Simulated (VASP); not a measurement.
**Cu: single point with SVWN5**

The system is Cu.

```
CELL_PARAMETERS angstrom
0.00000 1.77060 1.77060
1.77060 0.00000 1.77060
1.77060 1.77060 0.00000
ATOMIC_POSITIONS crystal
Cu 0.00000 0.00000 0.00000
```

```json
{
  "Program": "VASP 6.6.1",
  "Task": "single point",
  "Functional": "SVWN5",
  "Potentials or basis": "VASP PAW PBE potentials, release 64 (Cu)",
  "Cutoff": "600 eV",
  "k mesh": "13 × 13 × 13",
  "Occupations": "fermi-dirac, width 0.05 eV",
  "Spin": "no spin polarisation"
}
```

The pressure is -3.1 GPa and the band gap on the k mesh is zero (an odd number of electrons rules out a gap without spin polarisation).

Levels at points of the mesh, in eV from the Fermi level:
| k point | band 2 | band 3 | band 4 | band 5 | band 6 | band 7 | band 8 | band 9 | band 10 | band 11 |
| --- | --- | --- | --- | --- | --- | --- | --- | --- | --- | --- |
| (0.00, 0.00, 0.00) | -3.45 | -3.45 | -3.45 | -2.53 | -2.53 | 23.03 | 25.96 | 25.96 | 25.96 | 28.55 |

Wall time 6.2 s on 1 thread of AMD EPYC 9R45 96-Core Processor (Zen 5), on a shared host, peak memory 0.09 GiB.

Caveat: the cell stands under tension; the PAW data sets were made with another functional, which shifts forces and pressure a little.
